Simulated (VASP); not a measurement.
# Ti4C in VASP: further runs

Ti4C is run at these levels: PBEsol; tasks: single point, relaxation of the atoms.

Everything below comes from runs of VASP 6.6.1. Logs are shortened: lines on timing, memory, paths and dates and some standing lists are left out, and cuts for length are marked.

## 1. The cell of the first run

The cell holds a slab with vacuum, 5 atoms: a = 3.210 Å, b = 3.210 Å, c = 20.107 Å, α = 90.00°, β = 90.00°, γ = 90.00°.

## 2. Single point, PBEsol

File INCAR:

```
SYSTEM = Ti4C
  PREC = Accurate
  ENCUT = 520
  EDIFF = 1E-6
  ISMEAR = 0
  SIGMA = 0.1
  LREAL = .FALSE.
  LASPH = .TRUE.
  NELM = 80
  ALGO = Normal
  ISIF = 2
  LWAVE = .FALSE.
  LCHARG = .FALSE.
  LDIPOL = .TRUE.
  IDIPOL = 3
  DIPOL = 0.5 0.5 0.356
  GGA = PS
  NBANDS = 34
```

File KPOINTS:

```
Automatic mesh
0
G
  8 8 1
  0 0 0
```

File POSCAR:

```
Ti4C
1.0
    3.2102321090      0.0000000000      0.0000000000
    0.0000000000      3.2102321090      0.0000000000
    0.0000000000      0.0000000000     20.1069940753
Ti C
4 1
Direct
    0.5000000000      0.5000000000      0.1989357527
    0.0000000000      0.0000000000      0.2787644953
    0.5000000000      0.5000000000      0.3538359372
    0.0000000000      0.0000000000      0.4280597111
    0.0000000000      0.0000000000      0.5219119451
```

Potentials or basis: VASP PAW PBE potentials, release 64 (Ti_sv, C).

Launch:

```console
cat potpaw_PBE.64/Ti_sv/POTCAR potpaw_PBE.64/C/POTCAR > POTCAR
mpirun -np 1 vasp_std > vasp.out
```

OUTCAR:

```text
SYSTEM = Ti4C
   PREC = Accurate
   ENCUT = 520
   EDIFF = 1E-6
   ISMEAR = 0
   LREAL = .FALSE.
   LASPH = .TRUE.
   NELM = 80
   ISIF = 2
   GGA = PS

 ion  position               nearest neighbor table
   1  0.500  0.500  0.199-   2 2.78   2 2.78   2 2.78   2 2.78
   2  0.000  0.000  0.279-   3 2.73   3 2.73   3 2.73   3 2.73   1 2.78   1 2.78   1 2.78   1 2.78

   3  0.500  0.500  0.354-   4 2.72   4 2.72   4 2.72   4 2.72   2 2.73   2 2.73   2 2.73   2 2.73

   4  0.000  0.000  0.428-   5 1.89   3 2.72   3 2.72   3 2.72   3 2.72
   5  0.000  0.000  0.522-   4 1.89

  LATTYP: Found a simple tetragonal cell.
 ALAT       =     3.2102321090
 C/A-ratio  =     6.2634081875

  Lattice vectors:

 A1 = (   3.2102321090,   0.0000000000,   0.0000000000)
 A2 = (   0.0000000000,   3.2102321090,   0.0000000000)
 A3 = (   0.0000000000,   0.0000000000,  20.1069940753)

Analysis of symmetry for initial positions (statically):
=====================================================================
 Subroutine PRICEL returns:
 Original cell was already a primitive cell.

 Routine SETGRP: Setting up the symmetry group for a
 simple tetragonal supercell.

 Subroutine GETGRP returns: Found  8 space group operations
 (whereof  8 operations were pure point group operations)
 out of a pool of 16 trial point group operations.

The static configuration has the point symmetry C_4v.

Analysis of symmetry for dynamics (positions and initial velocities):
=====================================================================
 Subroutine PRICEL returns:
 Original cell was already a primitive cell.

 Routine SETGRP: Setting up the symmetry group for a
 simple tetragonal supercell.

 Subroutine GETGRP returns: Found  8 space group operations
 (whereof  8 operations were pure point group operations)
 out of a pool of 16 trial point group operations.

The dynamic configuration has the point symmetry C_4v.

 Subroutine INISYM returns: Found  8 space group operations
 (whereof  8 operations are pure point group operations),
 and found     1 'primitive' translations

----------------------------------------------------------------------------------------

                                     Primitive cell

  volume of cell :     207.2144

  direct lattice vectors                    reciprocal lattice vectors
     3.210232109  0.000000000  0.000000000     0.311503955  0.000000000  0.000000000
     0.000000000  3.210232109  0.000000000     0.000000000  0.311503955  0.000000000
     0.000000000  0.000000000 20.106994075     0.000000000  0.000000000  0.049733938

  length of vectors
     3.210232109  3.210232109 20.106994075     0.311503955  0.311503955  0.049733938

  position of ions in fractional coordinates (direct lattice)
     0.500000000  0.500000000  0.198935753
     0.000000000  0.000000000  0.278764495
     0.500000000  0.500000000  0.353835937
     0.000000000  0.000000000  0.428059711
     0.000000000  0.000000000  0.521911945

  ion indices of the primitive-cell ions
   primitive index   ion index
                 1           1
                 2           2
                 3           3
                 4           4
                 5           5

----------------------------------------------------------------------------------------

 KPOINTS: Automatic mesh

Automatic generation of k-mesh.
 Grid dimensions read from file:
 generate k-points for:    8    8    1

 Generating k-lattice:

  Cartesian coordinates                     Fractional coordinates (reciprocal lattice)
     0.038937994  0.000000000  0.000000000     0.125000000  0.000000000  0.000000000
     0.000000000  0.038937994  0.000000000     0.000000000  0.125000000  0.000000000
     0.000000000  0.000000000  0.049733938     0.000000000  0.000000000  1.000000000

  Length of vectors
     0.038937994  0.038937994  0.049733938

  Shift w.r.t. Gamma in fractional coordinates (k-lattice)
     0.000000000  0.000000000  0.000000000

 Subroutine IBZKPT returns following result:
 ===========================================

 Found     15 irreducible k-points:

 Following reciprocal coordinates:
            Coordinates               Weight
  0.000000  0.000000  0.000000      1.000000
  0.125000  0.000000  0.000000      4.000000
  0.250000  0.000000  0.000000      4.000000
  0.375000  0.000000  0.000000      4.000000
  0.500000  0.000000  0.000000      2.000000
  0.125000  0.125000  0.000000      4.000000
  0.250000  0.125000  0.000000      8.000000
  0.375000  0.125000  0.000000      8.000000
  0.500000  0.125000  0.000000      4.000000
  0.250000  0.250000  0.000000      4.000000
  0.375000  0.250000  0.000000      8.000000
  0.500000  0.250000  0.000000      4.000000
  0.375000  0.375000  0.000000      4.000000
  0.500000  0.375000  0.000000      4.000000
  0.500000  0.500000  0.000000      1.000000
   k-points           NKPTS =     15   k-points in BZ     NKDIM =     15   number of bands    NBANDS=     34
   number of dos      NEDOS =    301   number of ions     NIONS =      5
   total plane-waves  NPLWV =  86400
   dimension x,y,z NGX =    24 NGY =   24 NGZ =  150
   dimension x,y,z NGXF=    48 NGYF=   48 NGZF=  300
   ions per type =               4   1
   NGX,Y,Z   is equivalent  to a cutoff of  12.43, 12.43, 12.40 a.u.
   NGXF,Y,Z  is equivalent  to a cutoff of  24.86, 24.86, 24.80 a.u.
 SYSTEM =  Ti4C
   PREC   = accura    normal or accurate (medium, high low for compatibility)
   ISTART =      0    job   : 0-new  1-cont  2-samecut
   ICHARG =      2    charge: 1-file 2-atom 10-const
   ISPIN  =      1    spin polarized calculation?
   LNONCOLLINEAR =      F non collinear calculations
   LSORBIT =      F    spin-orbit coupling
   LASPH  =      T    aspherical Exc in radial PAW
   ENCUT  =  520.0 eV  38.22 Ry    6.18 a.u.   5.97  5.97 37.39*2*pi/ulx,y,z
   NELM   =     80;   NELMIN=  2; NELMDL= -5     # of ELM steps
   EDIFF  = 0.1E-05   stopping-criterion for ELM
   LREAL  =      F    real-space projection
   EDIFFG = 0.1E-04   stopping-criterion for IOM
   NSW    =      0    number of steps for IOM
   IBRION =     -1    ionic relax: 0-MD 1-quasi-New 2-CG
   NFREE  =      0    steps in history (QN), initial steepest desc. (CG)
   ISIF   =      2    stress and relaxation
   ISYM   =      2    0-nonsym 1-usesym 2-fastsym
   POTIM  = 0.5000    time-step for ionic-motion
   TEBEG  =    0.0;   TEEND  =   0.0 temperature during run
   PSTRESS=    0.0 pullay stress
   NELECT =      52.0000    total number of electrons
   NUPDOWN=      -1.0000    fix difference up-down
   EMIN   =  10.00;   EMAX   =-10.00  energy-range for DOS
   EFERMI =   0.00;   METHOD = LEGACY
   ISMEAR =     0;   SIGMA  =   0.10  broadening in eV -4-tet -1-fermi 0-gaus
   EFERMI_NEDOS =   21; number of points for ismear=-14 and -15
   IALGO  =     38    algorithm
   IMIX   =      4    mixing-type and parameters
     AMIX     =   0.40;   BMIX     =  1.00
     AMIX_MAG =   1.60;   BMIX_MAG =  1.00
  volume/ion in A,a.u.               =      41.44       279.67
  Fermi-wavevector in a.u.,A,eV,Ry     =   1.032609  1.951348 14.507641  1.066282
  Thomas-Fermi vector in A             =   2.166815
   LORBIT       =      0    0 simple, 1 ext, 2 COOP (PROOUT), +10 PAW based schemes
   GGA     = PS    functional components
   LHFCALC =     F    Hartree Fock is set to
   AEXX    =    0.0000 exact exchange contribution
   IVDW    =     0    specifies the selected vdW correction
   LEPSILON=     F    determine dielectric tensor
   LRPA    =     F    only Hartree local field effects (RPA)
 non-spin polarized calculation
 Gauss-broadening in eV      SIGMA  =   0.10
  energy-cutoff  :      520.00
  volume of cell :      207.21
 maximum number of plane-waves:      5638
 NGX is ok and might be reduce to    24
   NGX = 11   NGY = 11   NGZ = 75

 dipolmoment           0.000000      0.000000     -0.045376 electrons x Angstroem

 number of electron      51.9999995 magnetization

 dipolmoment           0.000000      0.000000      0.202825 electrons x Angstroem

 Free energy of the ion-electron system (eV)
  ---------------------------------------------------
  ext. energy  EPLUGINS =         0.00000000
  ---------------------------------------------------
  free energy    TOTEN  =       -35.22030175 eV

  energy without entropy =      -35.17278168  energy(sigma->0) =      -35.19654171

 E-fermi :  -0.3453     XC(G=0):  -5.3792

 val. band max:       -0.3683226060   @ k =   0.2500   0.1250   0.0000
 cond. band min:      -0.3233058700   @ k =   0.3750   0.3750   0.0000
 fundamental gap:      0.0450167360
 Fermi energy:        -0.3453234861

 k-point     1 :       0.0000    0.0000    0.0000
  band No.  band energies     occupation
      1     -57.1510      2.00000
      2     -56.4136      2.00000
      3     -56.2549      2.00000
      4     -56.1342      2.00000
      5     -33.5976      2.00000
      6     -33.4032      2.00000
[... 26 lines left out ...]
     33       1.0839      0.00000
     34       1.5000      0.00000

 k-point     2 :       0.1250    0.0000    0.0000
  band No.  band energies     occupation
      1     -57.1485      2.00000
      2     -56.4032      2.00000
      3     -56.2548      2.00000
      4     -56.1400      2.00000
      5     -33.5996      2.00000
      6     -33.4279      2.00000
[... 26 lines left out ...]
     33       1.4482      0.00000
     34       1.6422      0.00000

 k-point     3 :       0.2500    0.0000    0.0000
  band No.  band energies     occupation
      1     -57.1423      2.00000
      2     -56.3747      2.00000
      3     -56.2566      2.00000
      4     -56.1554      2.00000
      5     -33.6056      2.00000
      6     -33.4854      2.00000
[... 26 lines left out ...]
     33       1.5003      0.00000
     34       1.6883      0.00000
[... 371 lines left out ...]
 k-point    14 :       0.5000    0.3750    0.0000
  band No.  band energies     occupation
      1     -57.1232      2.00000
      2     -56.2872      2.00000
      3     -56.2801      2.00000
      4     -56.1693      2.00000
      5     -33.5710      2.00000
      6     -33.5509      2.00000
[... 26 lines left out ...]
     33       1.6972      0.00000
     34       2.5294      0.00000

 k-point    15 :       0.5000    0.5000    0.0000
  band No.  band energies     occupation
      1     -57.1214      2.00000
      2     -56.2852      2.00000
      3     -56.2781      2.00000
      4     -56.1674      2.00000
      5     -33.5540      2.00000
      6     -33.5525      2.00000
[... 26 lines left out ...]
     33       1.8551      0.00000
     34       2.3840      0.00000

------------------------ aborting loop because EDIFF is reached ----------------------------------------

 vacuum level on the upper side and lower side of the slab       (xc-potential included)         1.640        -1.859

  FORCE on cell =-STRESS in cart. coord.  units (eV):
  Direction    XX          YY          ZZ          XY          YZ          ZX
  --------------------------------------------------------------------------------------
  -------------------------------------------------------------------------------------
  Total       -3.0810040     -3.0810040     -0.0375617      0.0000000     -0.0000000      0.0000000
  in kB      -23.8222530    -23.8222530     -0.2904262      0.0000000     -0.0000000      0.0000000
  external PRESSURE =     -15.9783107 kB  Pullay stress =       0.0000000 kB

 VOLUME and BASIS-vectors are now :
 -----------------------------------------------------------------------------
  energy-cutoff  :      520.00
  volume of cell :      207.21
      direct lattice vectors                 reciprocal lattice vectors
     3.210232109  0.000000000  0.000000000     0.311503955  0.000000000  0.000000000
     0.000000000  3.210232109  0.000000000     0.000000000  0.311503955  0.000000000
     0.000000000  0.000000000 20.106994075     0.000000000  0.000000000  0.049733938

 POSITION                                       TOTAL-FORCE (eV/Angst)
 -----------------------------------------------------------------------------------
      1.60512      1.60512      4.00000        -0.000000      0.000000      0.442144
      0.00000      0.00000      5.60512         0.000000      0.000000     -0.307525
      1.60512      1.60512      7.11458         0.000000      0.000000     -0.684469
      0.00000      0.00000      8.60699         0.000000      0.000000      0.514558
      0.00000      0.00000     10.49408         0.000000      0.000000      0.035293
 -----------------------------------------------------------------------------------
    total drift:                                0.000000     -0.000000      0.000218

  FREE ENERGIE OF THE ION-ELECTRON SYSTEM (eV)
  ---------------------------------------------------
  free  energy   TOTEN  =       -35.2203017475 eV

  energy  without entropy=      -35.1727816794  energy(sigma->0) =      -35.19654171

 vacuum level on the upper side and lower side of the slab         6.455         2.852
```

It took 2.2 min on 1 thread of AMD EPYC 9R45 (Zen 5), shared host; peak memory 0.28 GiB.

Results:

| Property | Result |
| --- | --- |
| Free energy | -35.2203 eV |
| Largest force | 0.684 eV/Å |
| Band gap on the k mesh | zero (bands 26 and 27 overlap by 0.95 eV) |

Forces in eV/Å, atoms in the order of the input:
```
Ti   0.000  0.000  0.442
Ti   0.000  0.000 -0.308
Ti   0.000  0.000 -0.684
Ti   0.000  0.000  0.515
C    0.000  0.000  0.035
```

Caveat: the PAW data sets were made with another functional, which shifts forces and pressure a little.

## 3. Single point, PBEsol

File INCAR:

```
SYSTEM = Ti4C
PREC = Accurate
ENCUT = 520
EDIFF = 1E-7
ISMEAR = 0
SIGMA = 0.1
LREAL = .FALSE.
LASPH = .TRUE.
NELM = 100
ALGO = Normal
ISIF = 2
LWAVE = .FALSE.
LCHARG = .FALSE.
LDIPOL = .TRUE.
IDIPOL = 3
DIPOL = 0.5 0.5 0.342
GGA = PS
NBANDS = 34
```

KPOINTS is that of step 2.

POSCAR, as its differences from that of step 2:

```diff
@@ -12,2 +12,2 @@
     0.0000000000      0.0000000000      0.4280597111
-    0.0000000000      0.0000000000      0.5219119451
+    0.5000000000      0.5000000000      0.4480295821
```

Potentials or basis: VASP PAW PBE potentials, release 64 (Ti_sv, C).

Launch:

```console
cat potpaw_PBE.64/Ti_sv/POTCAR potpaw_PBE.64/C/POTCAR > POTCAR
mpirun -np 1 vasp_std > vasp.out
```

It took 2.2 min on 1 thread of AMD EPYC 9R45 (Zen 5), shared host; peak memory 0.28 GiB.

The run converged. Its results:

```yaml
Free_energy: -40.7342 eV
Largest_force: 2.875 eV/Å
Band_gap_on_the_k_mesh: zero (bands 26 and 27 overlap by 0.48 eV)
```

Forces on the atoms (eV/Å):
```
Ti   0.000  0.000  0.271
Ti   0.000  0.000 -0.897
Ti   0.000  0.000 -2.275
Ti   0.000  0.000  2.875
C    0.000  0.000  0.026
```

Levels at points of the mesh, in eV from the Fermi level:
| k point | band 22 | band 23 | band 24 | band 25 | band 26 | band 27 | band 28 | band 29 | band 30 | band 31 |
| --- | --- | --- | --- | --- | --- | --- | --- | --- | --- | --- |
| (0.00, 0.00, 0.00) | -1.38 | -0.98 | -0.22 | -0.22 | 0.20 | 0.69 | 0.99 | 1.00 | 1.00 | 1.22 |
| (0.50, 0.00, 0.00) | -1.89 | -0.75 | -0.48 | -0.20 | 0.16 | 0.19 | 0.37 | 0.88 | 1.30 | 2.09 |
| (0.50, 0.50, 0.00) | -0.87 | -0.66 | -0.66 | -0.24 | -0.24 | 0.07 | 0.07 | 0.07 | 2.12 | 2.20 |

Caveat: the PAW data sets were made with another functional, which shifts forces and pressure a little.

## 4. Relaxation of the atoms, PBEsol

File INCAR:

```
SYSTEM = Ti4C
PREC = Accurate ; ENCUT = 520
EDIFF = 1E-7 ; ISMEAR = 0
SIGMA = 0.1 ; LREAL = .False.
LASPH = .True. ; NELM = 80
ALGO = Normal ; ISIF = 2
LWAVE = .False. ; LCHARG = .False.
LDIPOL = .True. ; IDIPOL = 3
DIPOL = 0.5 0.5 0.361 ; GGA = PS
IBRION = 2 ; NSW = 36
EDIFFG = -0.025
```

File KPOINTS:

```
regular mesh
0
Gamma
  8 8 1
  0 0 0
```

File POSCAR:

```
Ti4C
1.0
    3.2102321090      0.0000000000      0.0000000000
    0.0000000000      3.2102321090      0.0000000000
    0.0000000000      0.0000000000     20.1069940753
Ti C
4 1
Selective dynamics
Direct
    0.5000000000      0.5000000000      0.1989357527  F F F
    0.0000000000      0.0000000000      0.2787644953  F F F
    0.5000000000      0.5000000000      0.3538359372  F F F
    0.0000000000      0.0000000000      0.4280597111  F F F
    0.0000000000      0.0000000000      0.5454318052  F F T
```

Launch:

```console
cat potpaw_PBE.64/Ti_sv/POTCAR potpaw_PBE.64/C/POTCAR > POTCAR
mpirun -np 1 vasp_std > vasp.out
```

Wall time 26 min (1 thread of Oxide Virtual Turin-like, shared host); peak memory 0.29 GiB.

The run converged. Its results:

| Property | Result |
| --- | --- |
| Free energy | -35.2203 eV |
| Energy gained by relaxing | 147.0 meV/atom |
| Ionic steps | 6 |
| Band gap on the k mesh | zero (bands 26 and 27 overlap by 0.95 eV) |

The path:
| step | energy change (eV) | largest force on free atoms (eV/Å) | pressure (GPa) |
| --- | --- | --- | --- |
| 1 | 0.0000 | 2.1531 | -3.55 |
| 2 | -0.2211 | 2.0872 | -3.34 |
| 3 | -0.7174 | 0.6247 | -2.02 |
| 4 | -0.6920 | 1.1479 | -0.92 |
| 5 | -0.7348 | 0.0972 | -1.68 |
| 6 | -0.7351 | 0.0192 | -1.61 |

Final structure:
```
CELL_PARAMETERS angstrom
3.21023 0.00000 0.00000
0.00000 3.21023 0.00000
0.00000 0.00000 20.10699
ATOMIC_POSITIONS crystal
Ti 0.50000 0.50000 0.19894
Ti 0.00000 0.00000 0.27876
Ti 0.50000 0.50000 0.35384
Ti 0.00000 0.00000 0.42806
C 0.00000 0.00000 0.52197
```

Levels at points of the mesh, in eV from the Fermi level:
| k point | band 24 | band 25 | band 26 | band 27 | band 28 | band 29 |
| --- | --- | --- | --- | --- | --- | --- |
| (0.00, 0.00, 0.00) | -0.37 | 0.23 | 0.56 | 0.56 | 0.84 | 0.97 |
| (0.50, 0.00, 0.00) | -0.32 | -0.19 | -0.10 | 0.04 | 0.71 | 1.01 |
| (0.50, 0.50, 0.00) | -0.60 | -0.57 | -0.39 | -0.39 | 0.38 | 0.38 |

Caveat: the PAW data sets were made with another functional, which shifts forces and pressure a little.

## 5. The runs side by side

```tsv
task	cell	atoms held fixed (from 0)	atoms held along some axes (from 0)	gap on the mesh (eV)	largest force (eV/Å)
single point	as given, atomic positions A	-	-	none	0.68
single point	as given, atomic positions B	-	-	none	2.88
relaxation of the atoms	atoms relaxed, atomic positions C	[0, 1, 2, 3]	atom 4 along a and b	none	-
```

Alike in all rows: level PBEsol; potentials or basis VASP PAW PBE potentials, release 64 (Ti_sv, C); no spin polarisation; k mesh 8 × 8 × 1; cutoff (eV) 520; smearing gaussian 0.1 eV.

Caveats: the PAW data sets were made with another functional, which shifts forces and pressure a little.

Absolute energies hang on the potentials; compare differences alone.

The gap in the log of VASP goes by the Fermi energy; the results here count the filled bands.